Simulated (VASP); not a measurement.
# SnO in VASP: single point with PBE+D3(BJ)

Aim: the single point of SnO with PBE+D3(BJ).

Everything below comes from runs of VASP 6.6.1. Logs are shortened: lines on timing, memory, paths and dates and some standing lists are left out, and cuts for length are marked.

## Step 1: The cell of the first run

The cell holds a slab with vacuum, 8 atoms: a = 3.820 Å, b = 3.820 Å, c = 22.226 Å, α = 90.00°, β = 90.00°, γ = 90.00°.

## Step 2: Single point, PBE+D3(BJ)

Contents of INCAR:

```
SYSTEM = SnO
  PREC = Accurate
  ENCUT = 1000
  EDIFF = 1E-6
  ISMEAR = 0
  SIGMA = 0.05
  LREAL = .FALSE.
  LASPH = .TRUE.
  NELM = 120
  ALGO = Normal
  ISIF = 2
  LWAVE = .FALSE.
  LCHARG = .TRUE.
  LDIPOL = .TRUE.
  IDIPOL = 3
  DIPOL = 0.5 0.5 0.403
  GGA = PE
  IVDW = 12
  LELF = .TRUE.
  LVHAR = .TRUE.
  LVACPOTAV = .TRUE.
  NBANDS = 50
  GGA_COMPAT = .FALSE.
  NELMDL = -8
```

Contents of KPOINTS:

```
Automatic mesh
0
G
  7 7 1
  0 0 0
```

Contents of POSCAR:

```
SnO
1.0
    3.8201636883      0.0000000000      0.0000000000
    0.0000000000      3.8201636883      0.0000000000
    0.0000000000      0.0000000000     22.2260802162
Sn O
4 4
Direct
    0.7500000000      0.2500000000      0.2024648501
    0.2500000000      0.7500000000      0.3087831971
    0.2500000000      0.7500000000      0.4977503906
    0.7500000000      0.2500000000      0.6040687375
    0.2500000000      0.2500000000      0.2556240236
    0.7500000000      0.7500000000      0.2556240236
    0.7500000000      0.7500000000      0.5509095640
    0.2500000000      0.2500000000      0.5509095640
```

Potentials or basis: VASP PAW PBE potentials, release 64 (Sn_d, O_h).

Run with:

```
> cat potpaw_PBE.64/Sn_d/POTCAR potpaw_PBE.64/O_h/POTCAR > POTCAR
> mpirun -np 1 vasp_std > vasp.out
```

OUTCAR:

```text
SYSTEM = SnO
   PREC = Accurate
   ENCUT = 1000
   EDIFF = 1E-6
   ISMEAR = 0
   LREAL = .FALSE.
   LASPH = .TRUE.
   NELM = 120
   ISIF = 2
   GGA = PE
   IVDW = 12
   NELMDL = -8
 IVDW          = 12

 ion  position               nearest neighbor table
   1  0.750  0.250  0.202-   5 2.25   6 2.25   6 2.25   5 2.25   2 3.59   2 3.59   2 3.59   2 3.59

   2  0.250  0.750  0.309-   5 2.25   6 2.25   5 2.25   6 2.25   1 3.59   1 3.59   1 3.59   1 3.59

   3  0.250  0.750  0.498-   7 2.25   8 2.25   8 2.25   7 2.25   4 3.59   4 3.59   4 3.59   4 3.59

   4  0.750  0.250  0.604-   7 2.25   8 2.25   7 2.25   8 2.25   3 3.59   3 3.59   3 3.59   3 3.59

   5  0.250  0.250  0.256-   1 2.25   2 2.25   2 2.25   1 2.25
   6  0.750  0.750  0.256-   1 2.25   2 2.25   1 2.25   2 2.25
   7  0.750  0.750  0.551-   3 2.25   3 2.25   4 2.25   4 2.25
   8  0.250  0.250  0.551-   3 2.25   3 2.25   4 2.25   4 2.25

  LATTYP: Found a simple tetragonal cell.
 ALAT       =     3.8201636883
 C/A-ratio  =     5.8180962989

  Lattice vectors:

 A1 = (   3.8201636883,   0.0000000000,   0.0000000000)
 A2 = (   0.0000000000,   3.8201636883,   0.0000000000)
 A3 = (   0.0000000000,   0.0000000000,  22.2260802162)

Analysis of symmetry for initial positions (statically):
=====================================================================
 Subroutine PRICEL returns:
 Original cell was already a primitive cell.

 Routine SETGRP: Setting up the symmetry group for a
 simple tetragonal supercell.

 Subroutine GETGRP returns: Found 16 space group operations
 (whereof  2 operations were pure point group operations)
 out of a pool of 16 trial point group operations.

The static configuration has the point symmetry C_1h.
 The point group associated with its full space group is D_4h.

Analysis of symmetry for dynamics (positions and initial velocities):
=====================================================================
 Subroutine PRICEL returns:
 Original cell was already a primitive cell.

 Routine SETGRP: Setting up the symmetry group for a
 simple tetragonal supercell.

 Subroutine GETGRP returns: Found 16 space group operations
 (whereof  2 operations were pure point group operations)
[... 105 lines left out ...]
   NFREE  =      0    steps in history (QN), initial steepest desc. (CG)
   ISIF   =      2    stress and relaxation
   ISYM   =      2    0-nonsym 1-usesym 2-fastsym
   POTIM  = 0.5000    time-step for ionic-motion
   TEBEG  =    0.0;   TEEND  =   0.0 temperature during run
   PSTRESS=    0.0 pullay stress
   NELECT =      80.0000    total number of electrons
   NUPDOWN=      -1.0000    fix difference up-down
   EMIN   =  10.00;   EMAX   =-10.00  energy-range for DOS
   EFERMI =   0.00;   METHOD = LEGACY
   ISMEAR =     0;   SIGMA  =   0.05  broadening in eV -4-tet -1-fermi 0-gaus
   EFERMI_NEDOS =   21; number of points for ismear=-14 and -15
   IALGO  =     38    algorithm
   IMIX   =      4    mixing-type and parameters
     AMIX     =   0.40;   BMIX     =  1.00
     AMIX_MAG =   1.60;   BMIX_MAG =  1.00
  volume/ion in A,a.u.               =      40.54       273.61
  Fermi-wavevector in a.u.,A,eV,Ry     =   1.026666  1.940118 14.341129  1.054043
  Thomas-Fermi vector in A             =   2.160571
   LORBIT       =      0    0 simple, 1 ext, 2 COOP (PROOUT), +10 PAW based schemes
   GGA     = PE    functional components
   LHFCALC =     F    Hartree Fock is set to
   AEXX    =    0.0000 exact exchange contribution
   IVDW    =    12    specifies the selected vdW correction
   LEPSILON=     F    determine dielectric tensor
   LRPA    =     F    only Hartree local field effects (RPA)
 non-spin polarized calculation
 Gauss-broadening in eV      SIGMA  =   0.05
  energy-cutoff  :     1000.00
  volume of cell :      324.36
 maximum number of plane-waves:     23352
 NGX is ok and might be reduce to    40
   NGX = 19   NGY = 19   NGZ =115

 dipolmoment           0.000000      0.000000      0.000062 electrons x Angstroem

 number of electron      79.9999989 magnetization

 dipolmoment           0.000000      0.000000     -0.000002 electrons x Angstroem

 Free energy of the ion-electron system (eV)
  ---------------------------------------------------
  ext. energy  EPLUGINS =         0.00000000
  ---------------------------------------------------
  free energy    TOTEN  =       -45.14460396 eV

  energy without entropy =      -45.14460396  energy(sigma->0) =      -45.14460396

 E-fermi :   0.1668     XC(G=0):  -5.3099

 val. band max:       -0.0713745799   @ k =   0.1429   0.1429   0.0000
 cond. band min:       2.3275781064   @ k =   0.4286   0.0000   0.0000
 fundamental gap:      2.3989526863
 Fermi energy:         0.1668194662

 k-point     1 :       0.0000    0.0000    0.0000
  band No.  band energies     occupation
      1     -20.9426      2.00000
      2     -20.9426      2.00000
      3     -20.5822      2.00000
      4     -20.5821      2.00000
      5     -20.5455      2.00000
      6     -20.5455      2.00000
[... 519 lines left out ...]
     49       5.9951      0.00000
     50       6.0919      0.00000

------------------------ aborting loop because EDIFF is reached ----------------------------------------

 Edisp (eV)   -1.23641

 E8    (eV) :    -0.5462

  FORCE on cell =-STRESS in cart. coord.  units (eV):
  Direction    XX          YY          ZZ          XY          YZ          ZX
  --------------------------------------------------------------------------------------
  -------------------------------------------------------------------------------------
  Total       0.33353     0.33353     0.70138     0.00000     0.00000    -0.00000
  in kB       1.64747     1.64747     3.46447     0.00000     0.00000    -0.00000
  external pressure =        2.25 kB  Pullay stress =        0.00 kB

 VOLUME and BASIS-vectors are now :
 -----------------------------------------------------------------------------
  energy-cutoff  :     1000.00
  volume of cell :      324.36
      direct lattice vectors                 reciprocal lattice vectors
     3.820163688  0.000000000  0.000000000     0.261768888  0.000000000  0.000000000
     0.000000000  3.820163688  0.000000000     0.000000000  0.261768888  0.000000000
     0.000000000  0.000000000 22.226080216     0.000000000  0.000000000  0.044992189

 POSITION                                       TOTAL-FORCE (eV/Angst)
 -----------------------------------------------------------------------------------
      2.86512      0.95504      4.50000        -0.000000      0.000000     -0.077272
      0.95504      2.86512      6.86304        -0.000000     -0.000000      0.006416
      0.95504      2.86512     11.06304         0.000000     -0.000000     -0.006416
      2.86512      0.95504     13.42608        -0.000000      0.000000      0.077272
      0.95504      0.95504      5.68152         0.000000      0.000000     -0.004586
      2.86512      2.86512      5.68152         0.000000      0.000000     -0.004586
      2.86512      2.86512     12.24456         0.000000      0.000000      0.004586
      0.95504      0.95504     12.24456         0.000000     -0.000000      0.004586
 -----------------------------------------------------------------------------------
    total drift:                                0.000000     -0.000000     -0.000175

  FREE ENERGIE OF THE ION-ELECTRON SYSTEM (eV)
  ---------------------------------------------------
  free  energy   TOTEN  =       -46.3810122636 eV

  energy  without entropy=      -46.3810122636  energy(sigma->0) =      -46.38101226

 vacuum level on the upper side and lower side of the slab         5.041         5.041
```

OSZICAR:

```text
N       E                     dE             d eps       ncg     rms          rms(c)
DAV:   1     0.120808109822E+04    0.12081E+04   -0.51482E+04  1080   0.274E+03
DAV:   2     0.269636683452E+03   -0.93844E+03   -0.90829E+03  1032   0.705E+02
DAV:   3    -0.222093261466E+01   -0.27186E+03   -0.25771E+03  1478   0.269E+02
DAV:   4    -0.512576692794E+02   -0.49037E+02   -0.47881E+02  1302   0.966E+01
[... 17 lines left out ...]
DAV:  22    -0.451445814494E+02   -0.32048E-04   -0.19529E-06   874   0.140E-02    0.516E-03
DAV:  23    -0.451445994225E+02   -0.17973E-04   -0.13727E-06   798   0.142E-02    0.224E-03
DAV:  24    -0.451446021281E+02   -0.27056E-05   -0.90415E-07   776   0.597E-03    0.815E-04
DAV:  25    -0.451446036430E+02   -0.15149E-05   -0.27874E-07   708   0.427E-03    0.689E-04
DAV:  26    -0.451446039613E+02   -0.31825E-06   -0.10507E-07   718   0.296E-03
   1 F= -.46381012E+02 E0= -.46381012E+02  d E =-.357566E-12
```

Wall time 18 min (1 thread of AMD EPYC 7R43 (Zen 3), shared host); peak memory 0.87 GiB.

Results:

```yaml
Free_energy: -46.3810 eV
Largest_force: 0.077 eV/Å
Band_gap_on_the_k_mesh: 2.40 eV (least direct gap 2.54 eV)
Dispersion_energy_per_atom: -0.155 eV
```

Forces in eV/Å, atoms in the order of the input:
```
Sn   0.000  0.000 -0.077
Sn   0.000  0.000  0.006
Sn   0.000  0.000 -0.006
Sn   0.000  0.000  0.077
O    0.000  0.000 -0.005
O    0.000  0.000 -0.005
O    0.000  0.000  0.005
O    0.000  0.000  0.005
```

Caveat: spin-orbit coupling is left out, which moves the levels of the heavy elements.
